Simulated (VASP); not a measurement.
# Mg12O (a cell with a defect) in VASP: notebook

Mg12O (a cell with a defect) is run at these levels: PBEsol; tasks: single point.

All numbers are computed with VASP 6.6.1; they aren't measurements. Logs are shortened: lines on timing, memory, paths and dates and some standing lists are left out, and cuts for length are marked.

### Step 1. The cell of the first run

The cell holds a defect, 13 atoms: a = 6.420 Å, b = 9.630 Å, c = 5.213 Å, α = 90.00°, β = 90.00°, γ = 120.00°.

### Step 2. Single point, PBEsol

Input file INCAR:

```
PREC = Accurate ; ENCUT = 520
EDIFF = 1E-6 ; ISMEAR = -1
SIGMA = 0.05 ; LREAL = False
LASPH = True ; NELM = 100
ALGO = Normal ; ISIF = 2
LWAVE = False ; LCHARG = True
GGA = PS ; LELF = True
LVHAR = True ; NBANDS = 27
```

Input file KPOINTS:

```
regular mesh
0
Gamma
  2 2 2
```

Input file POSCAR:

```
Mg12O
1.0
    6.4200000000      0.0000000000      0.0000000000
   -4.8150000000      8.3398250000      0.0000000000
    0.0000000000      0.0000000000      5.2130400000
Mg O
12 1
Direct
    0.0447688111      0.0011870753      0.0681176434
    0.1968483203      0.2388299515      0.5297292942
   -0.0355535486      0.2936752270     -0.0150583920
    0.1068486486      0.5373973675      0.4778401854
    0.0113793941      0.7098350385      0.0292535641
    0.2615105659      0.9149112841      0.5938761260
    0.5422994470      0.0466796366     -0.0118357043
    0.6499343460      0.1699436139      0.4346024585
    0.4681875171      0.3828377694     -0.0205062689
    0.7180243827      0.5606472558      0.5031996685
    0.4716148655      0.6710212744     -0.0487623345
    0.6150900918      0.8025707973      0.4712029833
    0.7672121017      0.4582350349      0.2159584427
```

Potentials or basis: VASP PAW PBE potentials, release 64 (Mg, O).

Started as:

```
cat potpaw_PBE.64/Mg/POTCAR potpaw_PBE.64/O/POTCAR > POTCAR
mpirun -np 1 vasp_std > vasp.out
```

OUTCAR:

```text
PREC = Accurate
   ENCUT = 520
   EDIFF = 1E-6
   ISMEAR = -1
   LREAL = False
   LASPH = True
   NELM = 100
   ISIF = 2
   GGA = PS

 ion  position               nearest neighbor table
   1  0.045  0.001  0.068-   5 2.71   7 3.03   2 3.12   3 3.14   6 3.15  12 3.23   9 3.33   6 3.36
                             2 3.44   7 3.49  11 3.51
   2  0.197  0.239  0.530-   9 2.84   3 2.99   1 3.12   4 3.21  10 3.23   8 3.27   9 3.28   8 3.33
                             6 3.36   3 3.37   1 3.44
   3  0.964  0.294  0.985-   7 2.56  13 2.75   9 2.90   8 2.93   2 2.99   1 3.14   4 3.29   4 3.34
                             8 3.36   2 3.37  11 3.46
   4  0.107  0.537  0.478-  13 2.35  10 2.62  12 2.97   5 3.10  11 3.20   2 3.21   8 3.29   3 3.29
                             6 3.31   3 3.34  11 3.42   5 3.52
   5  0.011  0.710  0.029-  13 2.34   1 2.71   6 2.91  10 3.00   4 3.10  11 3.18  10 3.23  11 3.32
                             7 3.34   9 3.34   6 3.46   4 3.52
   6  0.262  0.915  0.594-   7 2.61   8 2.61   5 2.91  12 3.03   1 3.15   4 3.31   1 3.36   2 3.36
                             5 3.46  10 3.48   7 3.54
   7  0.542  0.047  0.988-   8 2.55   3 2.56   6 2.61   1 3.03   8 3.06   5 3.34  11 3.42   1 3.49
                             9 3.50   6 3.54  12 3.63
   8  0.650  0.170  0.435-   7 2.55   6 2.61  13 2.74   3 2.93   7 3.06   2 3.27   4 3.29   2 3.33
                             3 3.36  12 3.44  10 3.58
   9  0.468  0.383  0.979-  13 2.08  11 2.77   2 2.84   3 2.90  10 2.99  10 3.20   2 3.28   1 3.33
                             5 3.34   7 3.50
  10  0.718  0.561  0.503-  13 1.90   4 2.62  12 2.73   9 2.99   5 3.00   9 3.20   5 3.23   2 3.23
                            11 3.28   6 3.48   8 3.58
  11  0.472  0.671  0.951-  12 2.75   9 2.77  12 2.94   5 3.18   4 3.20  10 3.28   5 3.32   4 3.42
                             7 3.42   3 3.46   1 3.51
  12  0.615  0.803  0.471-  10 2.73  11 2.75  11 2.94   4 2.97   6 3.03   1 3.23   8 3.44   7 3.63

  13  0.767  0.458  0.216-  10 1.90   9 2.08   5 2.34   4 2.35   8 2.74   3 2.75

  LATTYP: Found a simple monoclinic cell.
 ALAT       =     6.4200000000
 B/A-ratio  =     0.8120000000
 C/A-ratio  =     1.3228757108
 COS(beta)  =    -0.1889822286

  Lattice vectors:

 A1 = (   6.4200000000,   0.0000000000,   0.0000000000)
 A2 = (   0.0000000000,   0.0000000000,   5.2130400000)
 A3 = (  -1.6050000000,  -8.3398250000,   0.0000000000)

Analysis of symmetry for initial positions (statically):
=====================================================================
 Subroutine PRICEL returns:
 Original cell was already a primitive cell.

 Routine SETGRP: Setting up the symmetry group for a
 simple monoclinic supercell.
[... 139 lines left out ...]
   ISMEAR =    -1;   SIGMA  =   0.05  broadening in eV -4-tet -1-fermi 0-gaus
   EFERMI_NEDOS =   21; number of points for ismear=-14 and -15
   IALGO  =     38    algorithm
   IMIX   =      4    mixing-type and parameters
     AMIX     =   0.40;   BMIX     =  1.00
     AMIX_MAG =   1.60;   BMIX_MAG =  1.00
  volume/ion in A,a.u.               =      21.47       144.89
  Fermi-wavevector in a.u.,A,eV,Ry     =   0.778373  1.470911  8.243280  0.605864
  Thomas-Fermi vector in A             =   1.881255
   LORBIT       =      0    0 simple, 1 ext, 2 COOP (PROOUT), +10 PAW based schemes
   GGA     = PS    functional components
   LHFCALC =     F    Hartree Fock is set to
   AEXX    =    0.0000 exact exchange contribution
   IVDW    =     0    specifies the selected vdW correction
   LEPSILON=     F    determine dielectric tensor
   LRPA    =     F    only Hartree local field effects (RPA)
 non-spin polarized calculation
  energy-cutoff  :      520.00
  volume of cell :      279.11
 maximum number of plane-waves:      7532
 NGX is ok and might be reduce to    48
   NGX = 23   NGY = 35   NGZ = 19

 number of electron      30.0000000 magnetization

 Free energy of the ion-electron system (eV)
  ---------------------------------------------------
  ext. energy  EPLUGINS =         0.00000000
  ---------------------------------------------------
  free energy    TOTEN  =       -26.00927771 eV

  energy without entropy =      -25.95154048  energy(sigma->0) =      -25.98040909

 E-fermi :   2.5434     XC(G=0):  -8.6105

 val. band max:        2.5049008742   @ k =   0.5000   0.0000   0.5000
 cond. band min:       2.5474458740   @ k =   0.0000   0.0000   0.0000
 fundamental gap:      0.0425449999
 Fermi energy:         2.5434120488

 k-point     1 :       0.0000    0.0000    0.0000
  band No.  band energies     occupation
      1     -15.7289      2.00000
      2      -3.9912      2.00000
      3      -2.9503      2.00000
      4      -2.5040      2.00000
      5      -1.9521      2.00000
      6      -1.7728      2.00000
[... 229 lines left out ...]
     26       6.1694      0.00000
     27       6.8386      0.00000

------------------------ aborting loop because EDIFF is reached ----------------------------------------

  FORCE on cell =-STRESS in cart. coord.  units (eV):
  Direction    XX          YY          ZZ          XY          YZ          ZX
  --------------------------------------------------------------------------------------
  -------------------------------------------------------------------------------------
  Total        1.4156171      3.4780390      8.0046468      1.1008493      0.1909875     -2.1617090
  in kB        8.1259351     19.9646638     45.9483301      6.3191027      1.0963077    -12.4086571
  external PRESSURE =      24.6796430 kB  Pullay stress =       0.0000000 kB

 VOLUME and BASIS-vectors are now :
 -----------------------------------------------------------------------------
  energy-cutoff  :      520.00
  volume of cell :      279.11
      direct lattice vectors                 reciprocal lattice vectors
     6.420000000  0.000000000  0.000000000     0.155763240  0.089929945  0.000000000
    -4.815000000  8.339825000  0.000000000     0.000000000  0.119906593  0.000000000
     0.000000000  0.000000000  5.213040000     0.000000000  0.000000000  0.191826650

 POSITION                                       TOTAL-FORCE (eV/Angst)
 -----------------------------------------------------------------------------------
      0.28170      0.00990      0.35510        -0.525105      0.637430     -0.055542
      0.11380      1.99180      2.76150        -0.152200     -0.532673     -0.352087
      4.77770      2.44920      5.13454         0.120133      1.580774     -0.096941
     -1.90160      4.48180      2.49100         0.714753     -0.432576     -0.374401
     -3.34480      5.91990      0.15250         0.316922     -1.349924      0.121751
     -2.72640      7.63020      3.09590        -1.273223     -1.399524     -0.963979
      3.25680      0.38930      5.15134        -0.170032     -1.762663     -0.438786
      3.35430      1.41730      2.26560         0.332077      1.695533      1.128665
      1.16240      3.19280      5.10614         1.480700     -0.457463      1.029845
      1.91020      4.67570      2.62320        -1.002414     -0.164915      0.463135
     -0.20320      5.59620      4.95884        -0.513475      0.339698      0.244521
      0.08450      6.69330      2.45640        -0.166096      1.626389     -0.329439
      2.71910      3.82160      1.12580         0.837960      0.219912     -0.376743
 -----------------------------------------------------------------------------------
    total drift:                                0.001136     -0.000002     -0.000121

  FREE ENERGIE OF THE ION-ELECTRON SYSTEM (eV)
  ---------------------------------------------------
  free  energy   TOTEN  =       -26.0092777077 eV

  energy  without entropy=      -25.9515404805  energy(sigma->0) =      -25.98040909
```

stdout:

```text
POSCAR found type information on POSCAR MgO
 POSCAR found :  2 types and      13 ions
 scaLAPACK will be used
 -----------------------------------------------------------------------------
|                                                                             |
|                                                                             |
|     You enforced a specific xc type in the INCAR file but a different       |
|     I HOPE YOU KNOW WHAT YOU ARE DOING!                                     |
|                                                                             |
 -----------------------------------------------------------------------------

 LDA part: xc-table for (Slater+PW92), standard interpolation
 POSCAR, INCAR and KPOINTS ok, starting setup
 FFT: planning ... GRIDC
 FFT: planning ... GRID_SOFT
 FFT: planning ... GRID
 WAVECAR not read
 entering main loop
```

Run time: 44 s. Hardware: 1 thread of Intel Xeon 6975P-C (Granite Rapids), shared host; peak memory 0.37 GiB.

Results:

```
Free energy            : -26.0093 eV
Pressure               : 2.5 GPa
Largest force          : 2.123 eV/Å
Band gap on the k mesh : zero (bands 15 and 16 overlap by 1.01 eV)
```

Forces in eV/Å, atoms in the order of the input:
```
Mg  -0.525  0.637 -0.056
Mg  -0.152 -0.533 -0.352
Mg   0.120  1.581 -0.097
Mg   0.715 -0.433 -0.374
Mg   0.317 -1.350  0.122
Mg  -1.273 -1.400 -0.964
Mg  -0.170 -1.763 -0.439
Mg   0.332  1.696  1.129
Mg   1.481 -0.457  1.030
Mg  -1.002 -0.165  0.463
Mg  -0.513  0.340  0.245
Mg  -0.166  1.626 -0.329
O    0.838  0.220 -0.377
```

Stress tensor (GPa, compression positive):
```
 0.81  0.63 -1.24
 0.63  2.00  0.11
-1.24  0.11  4.59
```

Levels at points of the mesh, in eV from the Fermi level:
```csv
k point,band 13,band 14,band 15,band 16,band 17,band 18
"(0.00, 0.00, 0.00)",-0.77,0.00,0.32,0.51,0.77,0.91
"(0.50, 0.00, 0.00)",-0.27,-0.11,0.04,0.31,0.43,0.59
"(0.00, 0.50, 0.00)",-0.76,-0.50,-0.33,0.08,0.45,0.49
"(0.50, 0.50, 0.00)",-0.21,0.01,0.68,0.85,1.07,1.28
"(0.00, 0.00, 0.50)",-1.15,-1.01,-0.74,-0.32,0.12,0.50
"(0.50, 0.00, 0.50)",-0.64,-0.31,-0.04,0.11,1.07,1.21
"(0.00, 0.50, 0.50)",-0.97,-0.65,-0.60,-0.22,-0.10,0.27
"(0.50, 0.50, 0.50)",-1.64,-1.06,-0.71,-0.33,2.16,2.41
```

Caveat: the k points lie up to 0.60 Å⁻¹ apart, too coarse for converged energies and pressures of a metal; the PAW data sets were made with another functional, which shifts forces and pressure a little.

### Step 3. Single point, PBEsol

Input file INCAR:

```
  ALGO = Normal
  EDIFF = 1E-6
  ENCUT = 520
  GGA = PS
  ISIF = 2
  ISMEAR = -1
  LASPH = True
  LCHARG = False
  LREAL = False
  LWAVE = False
  NBANDS = 27
  NELM = 80
  PREC = Accurate
  SIGMA = 0.05
```

Input file KPOINTS:

```
k-points
0
Gamma
  2 2 2
```

Input file POSCAR:

```
Mg12O
1.0
    6.4200000000      0.0000000000      0.0000000000
   -4.8150000000      8.3398250000      0.0000000000
    0.0000000000      0.0000000000      5.2130400000
Mg O
12 1
Direct
    0.0697209817      0.0380703432      0.1023778832
    0.1895011119      0.2226785334      0.5220562282
    0.0031384314      0.3559187393     -0.0436597456
    0.1211607948      0.5069890555      0.4372688489
   -0.0060403821      0.6859856172      0.0575671777
    0.1441100340      0.8339743340      0.5528444056
    0.5149553905     -0.0112952010     -0.0424896030
    0.7236233264      0.2213835422      0.4887934871
    0.5078828273      0.3811231051      0.0314212053
    0.6693829677      0.5463423993      0.5340262112
    0.4148033561      0.6831438310     -0.0633795252
    0.6453763994      0.8467323955      0.4215006982
    0.8483006737      0.4863531309      0.2361769716
```

Potentials or basis: VASP PAW PBE potentials, release 64 (Mg, O).

Started as:

```
cat potpaw_PBE.64/Mg/POTCAR potpaw_PBE.64/O/POTCAR > POTCAR
mpirun -np 1 vasp_std > vasp.out
```

It took 44 s on 1 thread of Intel Xeon 6975P-C (Granite Rapids), shared host; peak memory 0.37 GiB.

Results (log left out):

* Free energy: -27.5042 eV
* Pressure: 1.9 GPa
* Largest force: 1.690 eV/Å
* Band gap on the k mesh: zero (bands 15 and 16 overlap by 1.32 eV)

Forces on the atoms (eV/Å):
```
Mg   0.087 -0.436 -1.213
Mg   0.194  0.051  0.939
Mg  -0.160 -0.402  0.095
Mg   1.029  1.256  0.470
Mg  -0.618  0.689 -0.669
Mg   0.205  1.138  0.105
Mg  -0.152  1.017  0.251
Mg  -1.064 -1.052 -0.289
Mg   0.274 -0.359  0.155
Mg  -0.064 -0.199 -0.115
Mg   1.236 -0.550 -0.536
Mg  -0.166  0.211  0.533
O   -0.800 -1.365  0.273
```

Stress tensor (GPa, compression positive):
```
-1.65  1.39 -0.24
 1.39  3.43 -0.09
-0.24 -0.09  3.81
```

Levels at points of the mesh, in eV from the Fermi level:
```tsv
k point	band 11	band 12	band 13	band 14	band 15	band 16	band 17	band 18	band 19	band 20
(0.00, 0.00, 0.00)	-1.35	-0.92	-0.64	0.01	0.23	0.53	0.77	1.04	1.25	2.04
(0.50, 0.00, 0.00)	-0.40	-0.35	-0.21	-0.17	0.13	0.41	0.46	0.74	0.87	1.55
(0.00, 0.50, 0.00)	-1.54	-1.38	-0.61	-0.47	-0.24	0.02	0.40	0.60	2.16	2.43
(0.50, 0.50, 0.00)	-0.57	-0.33	-0.11	0.34	0.79	0.85	1.07	1.24	1.57	1.63
(0.00, 0.00, 0.50)	-1.74	-1.23	-1.11	-0.92	-0.60	-0.33	0.08	0.52	1.47	1.68
(0.50, 0.00, 0.50)	-2.58	-2.48	-0.63	-0.35	-0.01	0.01	1.15	1.42	1.72	1.92
(0.00, 0.50, 0.50)	-1.34	-1.06	-0.85	-0.73	-0.53	-0.39	-0.23	0.14	0.57	0.81
(0.50, 0.50, 0.50)	-2.34	-2.06	-1.59	-1.14	-0.96	-0.53	2.27	2.51	2.80	2.85
```

Caveat: the k points lie up to 0.60 Å⁻¹ apart, too coarse for converged energies and pressures of a metal; the PAW data sets were made with another functional, which shifts forces and pressure a little.

### Step 4. Single point, PBEsol

Input file INCAR:

```
SYSTEM = Mg12O
PREC     = Accurate       ! precision mode
ENCUT    = 520            ! plane-wave cutoff, eV
EDIFF    = 1E-7           ! SCF threshold, eV
ISMEAR   = -1             ! smearing method
SIGMA    = 0.05           ! smearing width, eV
LREAL    = .FALSE.        ! projectors in reciprocal space
LASPH    = .TRUE.         ! aspherical terms in the spheres
NELM     = 100            ! most SCF steps
ALGO     = Normal         ! electronic algorithm
ISIF     = 2              ! what is computed and relaxed
LWAVE    = .FALSE.        ! write WAVECAR
LCHARG   = .FALSE.        ! write CHGCAR
GGA      = PS             ! functional
NBANDS   = 27             ! bands
```

Input file KPOINTS:

```
Automatic mesh
0
G
  2 2 2
  0 0 0
```

Input file POSCAR:

```
Mg12O
1.0
    6.4200000000      0.0000000000      0.0000000000
   -4.8150000000      8.3398250000      0.0000000000
    0.0000000000      0.0000000000      5.2130400000
Mg O
12 1
Direct
    0.0707000780      0.0470393563      0.0131784909
    0.1838817326      0.1979897660      0.5951613646
   -0.0039532174      0.3900561463     -0.0510642543
    0.2431087644      0.5464503152      0.4107392232
   -0.0523055460      0.6872686177      0.0059082608
    0.0909756185      0.8329311466      0.4963130918
    0.5339590153      0.0014988324     -0.0266830870
    0.6642208062      0.2163234840      0.5176250326
    0.5326676449      0.3366617405      0.0867823765
    0.6187197635      0.5139316472      0.5607668462
    0.4522696827      0.6742827338     -0.1240351120
    0.6790154840      0.9194557440      0.4436374937
    0.8245411740      0.4060756671      0.3424489357
```

Started as:

```
cat potpaw_PBE.64/Mg/POTCAR potpaw_PBE.64/O/POTCAR > POTCAR
mpirun -np 1 vasp_std > vasp.out
```

It took 49 s on 1 thread of Intel Xeon 6975P-C (Granite Rapids), shared host; peak memory 0.38 GiB.

The run converged. Its results:

```
Free energy            : -26.8828 eV
Pressure               : 2.1 GPa
Largest force          : 2.365 eV/Å
Band gap on the k mesh : zero (bands 15 and 16 overlap by 1.18 eV)
```

Forces in eV/Å, atoms in the order of the input:
```
Mg  -0.312 -1.127  1.207
Mg  -0.331  0.550 -1.327
Mg   0.235 -0.651  0.448
Mg  -1.560 -0.302 -0.596
Mg   0.147  0.002  0.049
Mg   0.488  0.952  0.308
Mg  -0.412  0.106 -0.095
Mg   0.115 -1.352  0.742
Mg  -0.450  0.211 -0.124
Mg   1.596 -0.044 -0.152
Mg   0.244  0.671  0.946
Mg   0.264 -0.710  0.245
O   -0.023  1.693 -1.651
```

Stress tensor (GPa, compression positive):
```
-1.93  0.38  0.78
 0.38  2.62 -1.35
 0.78 -1.35  5.60
```

Levels at points of the mesh, in eV from the Fermi level:
```
           k point  band 11  band 12  band 13  band 14  band 15  band 16  band 17  band 18  band 19  band 20
(0.00, 0.00, 0.00)    -1.29    -1.11    -0.78     0.11     0.26     0.52     0.63     0.89     1.12     1.84
(0.50, 0.00, 0.00)    -0.48    -0.39    -0.31    -0.09    -0.03     0.29     0.40     0.68     0.91     1.37
(0.00, 0.50, 0.00)    -1.72    -1.22    -0.80    -0.68    -0.34    -0.06     0.30     0.74     1.91     2.17
(0.50, 0.50, 0.00)    -0.56    -0.53    -0.06     0.26     0.67     0.78     1.11     1.32     1.37     1.41
(0.00, 0.00, 0.50)    -1.96    -1.34    -1.15    -1.04    -0.80    -0.47     0.30     0.70     1.05     1.61
(0.50, 0.00, 0.50)    -2.54    -2.42    -0.84    -0.41     0.00     0.31     0.88     1.01     1.60     2.09
(0.00, 0.50, 0.50)    -1.47    -1.10    -0.96    -0.75    -0.70    -0.51    -0.35     0.04     0.77     0.95
(0.50, 0.50, 0.50)    -2.22    -2.01    -1.80    -1.35    -0.70    -0.49     2.25     2.38     2.67     2.79
```

Caveat: the k points lie up to 0.60 Å⁻¹ apart, too coarse for converged energies and pressures of a metal; the PAW data sets were made with another functional, which shifts forces and pressure a little.

### Step 5. Summary

| cell | gap on the mesh (eV) | pressure (GPa) | largest force (eV/Å) |
| --- | --- | --- | --- |
| as given, atomic positions A | none | 2.5 | 2.12 |
| as given, atomic positions B | none | 1.9 | 1.69 |
| as given, atomic positions C | none | 2.1 | 2.36 |

Alike in all rows: task single point; level PBEsol; potentials or basis VASP PAW PBE potentials, release 64 (Mg, O); no spin polarisation; k mesh 2 × 2 × 2; cutoff (eV) 520; smearing fermi-dirac 0.05 eV.

Caveats: all runs use coarse meshes; the PAW data sets were made with another functional, which shifts forces and pressure a little.

Absolute energies hang on the potentials; compare differences alone.
